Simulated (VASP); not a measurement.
# BAs (F-43m) in VASP: further runs, part 2 of 2

VASP 6.6.1. Earlier steps stand in the parts before.

## 3. Relaxation of cell and atoms, LDA, target pressure 2 GPa, at which the enthalpy is minimised

This run uses another cell than the first one, of 13.25 Å³/atom.

INCAR reads:

```
SYSTEM = BAs
PREC     = Accurate       ! precision mode
ENCUT    = 500            ! plane-wave cutoff, eV
EDIFF    = 1E-7           ! SCF threshold, eV
ISMEAR   = 0              ! smearing method
SIGMA    = 0.01           ! smearing width, eV
LREAL    = .False.        ! projectors in reciprocal space
LASPH    = .True.         ! aspherical terms in the spheres
NELM     = 120            ! most SCF steps
ALGO     = Normal         ! electronic algorithm
ISIF     = 3              ! what is computed and relaxed
LWAVE    = .False.        ! write WAVECAR
LCHARG   = .False.        ! write CHGCAR
GGA      = CA             ! functional
IBRION   = 2              ! ionic algorithm
NSW      = 80             ! ionic steps
EDIFFG   = -0.001         ! ionic threshold
PSTRESS  = 20.0         
GGA_COMPAT= .False.      
NELMIN   = 4
```

KPOINTS reads:

```
regular mesh
0
Gamma
  10 10 10
  0 0 0
```

POSCAR reads:

```
BAs
1.0
    0.0000000000      2.3660397158      2.3660397158
    2.3660397158      0.0000000000      2.3660397158
    2.3660397158      2.3660397158      0.0000000000
B As
1 1
Direct
    0.0000000000      0.0000000000      0.0000000000
    0.7500000000      0.7500000000      0.7500000000
```

Potentials or basis: VASP PAW LDA potentials, release 64 (B, As).

On the command line:

```console
$ cat potpaw_LDA.64/B/POTCAR potpaw_LDA.64/As/POTCAR > POTCAR
$ mpirun -np 1 vasp_std > vasp.out
```

OUTCAR:

```text
SYSTEM = BAs
   PREC = Accurate
   ENCUT = 500
   EDIFF = 1E-7
   ISMEAR = 0
   LREAL = .False.
   LASPH = .True.
   NELM = 120
   ISIF = 3
   GGA = CA
   IBRION = 2
   NSW = 80
   EDIFFG = -0.001
   PSTRESS = 20.0
   NELMIN = 4

 ion  position               nearest neighbor table
   1  0.000  0.000  0.000-   2 2.05   2 2.05   2 2.05   2 2.05
   2  0.750  0.750  0.750-   1 2.05   1 2.05   1 2.05   1 2.05

  LATTYP: Found a face centered cubic cell.
 ALAT       =     4.7320794316

  Lattice vectors:

 A1 = (   0.0000000000,   2.3660397158,   2.3660397158)
 A2 = (   2.3660397158,   0.0000000000,   2.3660397158)
 A3 = (   2.3660397158,   2.3660397158,   0.0000000000)

Analysis of symmetry for initial positions (statically):
=====================================================================
 Subroutine PRICEL returns:
 Original cell was already a primitive cell.

 Routine SETGRP: Setting up the symmetry group for a
 face centered cubic supercell.

 Subroutine GETGRP returns: Found 24 space group operations
 (whereof 24 operations were pure point group operations)
 out of a pool of 48 trial point group operations.

The static configuration has the point symmetry T_d .

Analysis of symmetry for dynamics (positions and initial velocities):
=====================================================================
 Subroutine PRICEL returns:
 Original cell was already a primitive cell.

 Routine SETGRP: Setting up the symmetry group for a
 face centered cubic supercell.

 Subroutine GETGRP returns: Found 24 space group operations
 (whereof 24 operations were pure point group operations)
 out of a pool of 48 trial point group operations.

The dynamic configuration has the point symmetry T_d .

 Subroutine INISYM returns: Found 24 space group operations
 (whereof 24 operations are pure point group operations),
 and found     1 'primitive' translations

----------------------------------------------------------------------------------------

                                     Primitive cell

  volume of cell :      26.4909

  direct lattice vectors                    reciprocal lattice vectors
     0.000000000  2.366039716  2.366039716    -0.211323587  0.211323587  0.211323587
     2.366039716  0.000000000  2.366039716     0.211323587 -0.211323587  0.211323587
     2.366039716  2.366039716  0.000000000     0.211323587  0.211323587 -0.211323587

  length of vectors
     3.346085455  3.346085455  3.346085455     0.366023190  0.366023190  0.366023190

  position of ions in fractional coordinates (direct lattice)
     0.000000000  0.000000000  0.000000000
     0.750000000  0.750000000  0.750000000

  ion indices of the primitive-cell ions
   primitive index   ion index
                 1           1
                 2           2

----------------------------------------------------------------------------------------

 KPOINTS: regular mesh

Automatic generation of k-mesh.
 Grid dimensions read from file:
 generate k-points for:   10   10   10

 Generating k-lattice:

  Cartesian coordinates                     Fractional coordinates (reciprocal lattice)
[... 39 lines left out ...]
  0.300000  0.300000  0.000000      6.000000
  0.400000  0.300000  0.000000     24.000000
 [... further k-points ...]
   k-points           NKPTS =     47   k-points in BZ     NKDIM =     47   number of bands    NBANDS=      8
   number of dos      NEDOS =    301   number of ions     NIONS =      2
   total plane-waves  NPLWV =  13824
   dimension x,y,z NGX =    24 NGY =   24 NGZ =   24
   dimension x,y,z NGXF=    48 NGYF=   48 NGZF=   48
   ions per type =               1   1
   NGX,Y,Z   is equivalent  to a cutoff of  11.92, 11.92, 11.92 a.u.
   NGXF,Y,Z  is equivalent  to a cutoff of  23.85, 23.85, 23.85 a.u.
 SYSTEM =  BAs
   PREC   = accura    normal or accurate (medium, high low for compatibility)
   ISTART =      0    job   : 0-new  1-cont  2-samecut
   ICHARG =      2    charge: 1-file 2-atom 10-const
   ISPIN  =      1    spin polarized calculation?
   LNONCOLLINEAR =      F non collinear calculations
   LSORBIT =      F    spin-orbit coupling
   LASPH  =      T    aspherical Exc in radial PAW
   ENCUT  =  500.0 eV  36.75 Ry    6.06 a.u.   6.10  6.10  6.10*2*pi/ulx,y,z
   NELM   =    120;   NELMIN=  4; NELMDL= -5     # of ELM steps
   EDIFF  = 0.1E-06   stopping-criterion for ELM
   LREAL  =      F    real-space projection
   EDIFFG = -.1E-02   stopping-criterion for IOM
   NSW    =     80    number of steps for IOM
   IBRION =      2    ionic relax: 0-MD 1-quasi-New 2-CG
   NFREE  =      1    steps in history (QN), initial steepest desc. (CG)
   ISIF   =      3    stress and relaxation
   ISYM   =      2    0-nonsym 1-usesym 2-fastsym
   POTIM  = 0.5000    time-step for ionic-motion
   TEBEG  =    0.0;   TEEND  =   0.0 temperature during run
   PSTRESS=   20.0 pullay stress
   NELECT =       8.0000    total number of electrons
   NUPDOWN=      -1.0000    fix difference up-down
   EMIN   =  10.00;   EMAX   =-10.00  energy-range for DOS
   EFERMI =   0.00;   METHOD = LEGACY
   ISMEAR =     0;   SIGMA  =   0.01  broadening in eV -4-tet -1-fermi 0-gaus
   EFERMI_NEDOS =   21; number of points for ismear=-14 and -15
   IALGO  =     38    algorithm
   IMIX   =      4    mixing-type and parameters
     AMIX     =   0.40;   BMIX     =  1.00
     AMIX_MAG =   1.60;   BMIX_MAG =  1.00
  volume/ion in A,a.u.               =      13.25        89.38
  Fermi-wavevector in a.u.,A,eV,Ry     =   1.098347  2.075574 16.413600  1.206366
  Thomas-Fermi vector in A             =   2.234723
   LORBIT       =      0    0 simple, 1 ext, 2 COOP (PROOUT), +10 PAW based schemes
   GGA     = CA    functional components
   LHFCALC =     F    Hartree Fock is set to
   AEXX    =    0.0000 exact exchange contribution
   IVDW    =     0    specifies the selected vdW correction
   LEPSILON=     F    determine dielectric tensor
   LRPA    =     F    only Hartree local field effects (RPA)
 conjugate gradient relaxation of ions
 non-spin polarized calculation
 Gauss-broadening in eV      SIGMA  =   0.01
  energy-cutoff  :      500.00
  volume of cell :       26.49
 maximum number of plane-waves:       692
   NGX = 13   NGY = 13   NGZ = 13

--------------------------------------- Ionic step        1  -------------------------------------------

 number of electron       8.0000001 magnetization

 Free energy of the ion-electron system (eV)
  ---------------------------------------------------
  ext. energy  EPLUGINS =         0.00000000
  ---------------------------------------------------
  free energy    TOTEN  =       -12.92568662 eV

  energy without entropy =      -12.92568662  energy(sigma->0) =      -12.92568662

------------------------ aborting loop because EDIFF is reached ----------------------------------------

  FORCE on cell =-STRESS in cart. coord.  units (eV):
  Direction    XX          YY          ZZ          XY          YZ          ZX
  --------------------------------------------------------------------------------------
  -------------------------------------------------------------------------------------
  Total        0.1605668      0.1605668      0.1605668     -0.0000000      0.0000000     -0.0000000
  in kB        9.7111422      9.7111422      9.7111422     -0.0000000      0.0000000     -0.0000000
  external PRESSURE =     -10.2888578 kB  Pullay stress =      20.0000000 kB
[... 63 lines left out ...]
--------------------------------------- Ionic step        3  -------------------------------------------

 number of electron       8.0000001 magnetization

 Free energy of the ion-electron system (eV)
  ---------------------------------------------------
  ext. energy  EPLUGINS =         0.00000000
  ---------------------------------------------------
  free energy    TOTEN  =       -12.92405255 eV

  energy without entropy =      -12.92405255  energy(sigma->0) =      -12.92405255

 E-fermi :   6.6953     XC(G=0): -10.9304

 val. band max:        6.5581615549   @ k =   0.0000   0.0000   0.0000
 cond. band min:       7.6487945880   @ k =   0.4000   0.4000   0.0000
 fundamental gap:      1.0906330331
 Fermi energy:         6.6952648267

 k-point     1 :       0.0000    0.0000    0.0000
  band No.  band energies     occupation
      1      -9.1407      2.00000
      2       6.5582      2.00000
      3       6.5582      2.00000
      4       6.5582      2.00000
      5       9.8534      0.00000
      6       9.8534      0.00000
      7       9.8534      0.00000
      8      11.7025      0.00000
[... 243 lines left out ...]
 k-point    24 :       0.4000    0.3000    0.0000
  band No.  band energies     occupation
      1      -6.4154      2.00000
      2       0.0645      2.00000
      3       2.4361      2.00000
      4       2.9475      2.00000
      5       8.1890      0.00000
      6       9.9052      0.00000
      7      15.5695      0.00000
      8      15.7792      0.00000

 [... further k-points ...]
[... 5 lines left out ...]
  --------------------------------------------------------------------------------------
  -------------------------------------------------------------------------------------
  Total        0.3282144      0.3282144      0.3282144     -0.0000000      0.0000000      0.0000000
  in kB       19.9837245     19.9837245     19.9837245     -0.0000000      0.0000000      0.0000000
  external PRESSURE =      -0.0162755 kB  Pullay stress =      20.0000000 kB
[... 21 lines left out ...]
  energy  without entropy=      -12.9240525540  energy(sigma->0) =      -12.92405255

  enthalpy is  TOTEN    =       -12.5955708628 eV   P V=        0.3284816911

 reached required accuracy - stopping structural energy minimisation
```

It took 12 s on 1 thread of Intel Xeon 6975P-C (Granite Rapids), shared host; peak memory 0.13 GiB.

Results:

```
Free energy                                                : -12.9241 eV
Relaxed volume                                             : 13.16 Å³/atom
Relaxed cell                                               : a = 3.339 Å, b = 3.339 Å, c = 3.339 Å, α = 60.00°, β = 60.00°, γ = 60.00°
Space group after relaxing (to 0.1 Å)                      : F-43m (No. 216)
Energy change on relaxing (the run minimises the enthalpy) : +0.8 meV/atom
Ionic steps                                                : 3
Pressure after relaxing                                    : 2.0 GPa
Band gap on the k mesh                                     : 1.09 eV (least direct gap 3.30 eV)
```

The path:
```
step  energy change (eV)  largest force (eV/Å)  pressure (GPa)  volume (Å³)
   1              0.0000                0.0000            0.97        26.49
   2              0.0039                0.0000            2.89        26.17
   3              0.0016                0.0000            2.00        26.31
```

Final structure:
```
B As
1.0
     0.00000    2.36077    2.36077
     2.36077    0.00000    2.36077
     2.36077    2.36077    0.00000
B As
1 1
Direct
  0.00000 0.00000 0.00000
  0.75000 0.75000 0.75000
```

Levels at points of the mesh, in eV from the valence-band top:
| k point | band 1 | band 2 | band 3 | band 4 | band 5 | band 6 | band 7 | band 8 |
| --- | --- | --- | --- | --- | --- | --- | --- | --- |
| (0.00, 0.00, 0.00) | -15.70 | 0.00 | 0.00 | 0.00 | 3.30 | 3.30 | 3.30 | 5.14 |
| (0.50, 0.00, 0.00) | -12.71 | -9.02 | -1.88 | -1.88 | 2.90 | 4.79 | 4.79 | 8.76 |
| (0.50, 0.50, 0.00) | -11.38 | -8.62 | -4.22 | -4.22 | 1.31 | 1.37 | 11.57 | 11.57 |

Caveat: the cell is relaxed towards a set pressure, so the run minimises the enthalpy, not the energy.

## 4. Single point, LDA

This run uses another cell than the first one, of 10.99 Å³/atom.

INCAR reads:

```
PREC     = Accurate       # precision mode
ENCUT    = 520            # plane-wave cutoff, eV
EDIFF    = 1E-6           # SCF threshold, eV
ISMEAR   = 0              # smearing method
SIGMA    = 0.01           # smearing width, eV
LREAL    = False          # projectors in reciprocal space
LASPH    = True           # aspherical terms in the spheres
NELM     = 100            # most SCF steps
ALGO     = Normal         # electronic algorithm
ISIF     = 2              # what is computed and relaxed
LWAVE    = False          # write WAVECAR
LCHARG   = False          # write CHGCAR
GGA      = CA             # functional
NBANDS   = 11             # bands
```

KPOINTS reads:

```
Automatic mesh
0
Gamma
  10 10 10
```

POSCAR reads:

```
BAs
1.0
    0.0000000000      2.2229989286      2.2229989286
    2.2229989286      0.0000000000      2.2229989286
    2.2229989286      2.2229989286      0.0000000000
B As
1 1
Direct
    0.0000000000      0.0000000000      0.0000000000
    0.7500000000      0.7500000000      0.7500000000
```

On the command line:

```console
$ cat potpaw_LDA.64/B/POTCAR potpaw_LDA.64/As/POTCAR > POTCAR
$ mpirun -np 1 vasp_std > vasp.out
```

Run time: 9.1 s. Hardware: 1 thread of Intel Xeon 8259CL, shared host; peak memory 0.13 GiB.

It converged, with:

| Property | Result |
| --- | --- |
| Free energy | -12.3999 eV |
| Pressure | 42.2 GPa |
| Band gap on the k mesh | 0.92 eV (least direct gap 3.57 eV) |

Levels at points of the mesh, in eV from the valence-band top:
```
           k point  band 2  band 3  band 4  band 5  band 6  band 7
(0.00, 0.00, 0.00)    0.00    0.00    0.00    3.57    3.57    3.57
(0.50, 0.00, 0.00)  -10.50   -2.20   -2.20    4.11    5.00    5.00
(0.50, 0.50, 0.00)   -9.73   -5.05   -5.05    1.13    1.15   13.41
```

Caveat: the cell stands under pressure. A k mesh can miss the band edges.

## 5. Relaxation of cell and atoms, LDA, target pressure 40 GPa, at which the enthalpy is minimised

This run uses another cell than the first one, of 13.25 Å³/atom.

INCAR reads:

```
SYSTEM = BAs
PREC = Accurate ; ENCUT = 600
EDIFF = 1E-7 ; ISMEAR = 0
SIGMA = 0.01 ; LREAL = .FALSE.
LASPH = .TRUE. ; NELM = 100
ALGO = Normal ; ISIF = 3
LWAVE = .FALSE. ; LCHARG = .FALSE.
IBRION = 2 ; NSW = 80
EDIFFG = -0.001 ; PSTRESS = 400.0
```

KPOINTS reads:

```
Automatic mesh
0
G
  10 10 10
  0 0 0
```

POSCAR reads:

```
BAs
1.0
    0.0000000000      2.3660397158      2.3660397158
    2.3660397158      0.0000000000      2.3660397158
    2.3660397158      2.3660397158      0.0000000000
B As
1 1
Direct
    0.0000000000      0.0000000000      0.0000000000
    0.7500000000      0.7500000000      0.7500000000
```

On the command line:

```console
$ cat potpaw_LDA.64/B/POTCAR potpaw_LDA.64/As/POTCAR > POTCAR
$ mpirun -np 1 vasp_std > vasp.out
```

Run time: 50 s. Hardware: 1 thread of Intel Xeon 8259CL, shared host; peak memory 0.16 GiB.

It converged, with:

| Quantity | Value |
| --- | --- |
| Free energy | -12.4433 eV |
| Relaxed volume | 11.07 Å³/atom |
| Relaxed cell | a = 3.151 Å, b = 3.151 Å, c = 3.151 Å, α = 60.00°, β = 60.00°, γ = 60.00° |
| Space group after relaxing (to 0.1 Å) | F-43m (No. 216) |
| Energy change on relaxing (the run minimises the enthalpy) | +241.8 meV/atom |
| Ionic steps | 5 |
| Pressure after relaxing | 40.0 GPa |
| Band gap on the k mesh | 0.93 eV (least direct gap 3.56 eV) |

The path:
```csv
step,energy change (eV),largest force (eV/Å),pressure (GPa),volume (Å³)
1,0.0000,0.0000,0.96,26.49
2,4.5854,0.0000,209.25,15.94
3,0.3850,0.0000,34.61,22.55
4,0.4575,0.0000,38.61,22.24
5,0.4835,0.0000,40.01,22.13
```

Final structure:
```yaml
crystal:
  lattice:
    - [0.00000, 2.22840, 2.22840]
    - [2.22840, 0.00000, 2.22840]
    - [2.22840, 2.22840, 0.00000]
  atoms:
    - { symbol: B, position: [0.00000, 0.00000, 0.00000] }
    - { symbol: As, position: [0.75000, 0.75000, 0.75000] }
```

Levels at points of the mesh, in eV from the valence-band top:
| k point | band 1 | band 2 | band 3 | band 4 | band 5 | band 6 | band 7 | band 8 |
| --- | --- | --- | --- | --- | --- | --- | --- | --- |
| (0.00, 0.00, 0.00) | -17.44 | 0.00 | 0.00 | 0.00 | 3.56 | 3.56 | 3.56 | 7.45 |
| (0.50, 0.00, 0.00) | -13.76 | -10.43 | -2.19 | -2.19 | 4.05 | 4.99 | 4.99 | 9.03 |
| (0.50, 0.50, 0.00) | -12.15 | -9.69 | -5.01 | -5.01 | 1.14 | 1.15 | 13.33 | 13.33 |

Caveat: the cell is relaxed towards a set pressure, so the run minimises the enthalpy, not the energy; the volume moved by over 15 % at a fixed basis, so the end points are rough. A k mesh can miss the band edges.

## 6. Single point, LDA

This run uses another cell than the first one, of 12.75 Å³/atom.

INCAR reads:

```
PREC = Accurate
ENCUT = 520
EDIFF = 1E-7
ISMEAR = 0
SIGMA = 0.01
LREAL = F
LASPH = T
NELM = 80
ALGO = Normal
ISIF = 2
LWAVE = F
LCHARG = F
GGA = CA
NBANDS = 11
```

KPOINTS reads:

```
regular mesh
0
Gamma
  10 10 10
```

POSCAR reads:

```
BAs
1.0
    0.0000000000      2.3364686733      2.3364686733
    2.3364686733      0.0000000000      2.3364686733
    2.3364686733      2.3364686733      0.0000000000
B As
1 1
Direct
    0.0000000000      0.0000000000      0.0000000000
    0.7500000000      0.7500000000      0.7500000000
```

Potentials or basis: VASP PAW LDA potentials, release 64 (B, As).

On the command line:

```console
$ cat potpaw_LDA.64/B/POTCAR potpaw_LDA.64/As/POTCAR > POTCAR
$ mpirun -np 1 vasp_std > vasp.out
```

It took 13 s on 1 thread of Intel Xeon 8259CL, shared host; peak memory 0.14 GiB.

Results (log left out):

```yaml
Free_energy: -12.9015 eV
Pressure: 7.1 GPa
Band_gap_on_the_k_mesh: 1.06 eV (least direct gap 3.34 eV)
```

Levels at points of the mesh, in eV from the valence-band top:
```
           k point  band 1  band 2  band 3  band 4  band 5  band 6  band 7  band 8  band 9
(0.00, 0.00, 0.00)  -15.99    0.00    0.00    0.00    3.34    3.34    3.34    5.55    9.70
(0.50, 0.00, 0.00)  -12.89   -9.25   -1.93   -1.93    3.10    4.83    4.83    8.82   12.98
(0.50, 0.50, 0.00)  -11.51   -8.80   -4.36   -4.36    1.28    1.34   11.87   11.87   13.25
```

Caveat: the cell stands under pressure. A k mesh can miss the band edges.

## 7. The runs side by side

| task | cell | cutoff (eV) | gap on the mesh (eV) | pressure (GPa) |
| --- | --- | --- | --- | --- |
| single point | a = 3.331 Å, angles 60.0°, 2 atoms | 500 | 1.08 | 3.0 |
| relaxation of cell and atoms | relaxed to 2 GPa from a = 3.346 Å, angles 60.0°, 2 atoms | 500 | 1.09 | 2.0 |
| single point | a = 3.144 Å, angles 60.0°, 2 atoms | 520 | 0.92 | 42.2 |
| relaxation of cell and atoms | relaxed to 40 GPa from a = 3.346 Å, angles 60.0°, 2 atoms | 600 | 0.93 | 40.0 |
| single point | a = 3.304 Å, angles 60.0°, 2 atoms | 520 | 1.06 | 7.1 |

Alike in all rows: level LDA; potentials or basis VASP PAW LDA potentials, release 64 (B, As); no spin polarisation; k mesh 10 × 10 × 10; smearing gaussian 0.01 eV.

Caveats: the cell stands under pressure (at least some runs); the cell is relaxed towards a set pressure, so the run minimises the enthalpy, not the energy (at least some runs); the volume moved by over 15 % at a fixed basis, so the end points are rough (at least some runs).

Total energies depend on the potentials used, so only differences within one code and one set of settings carry meaning.
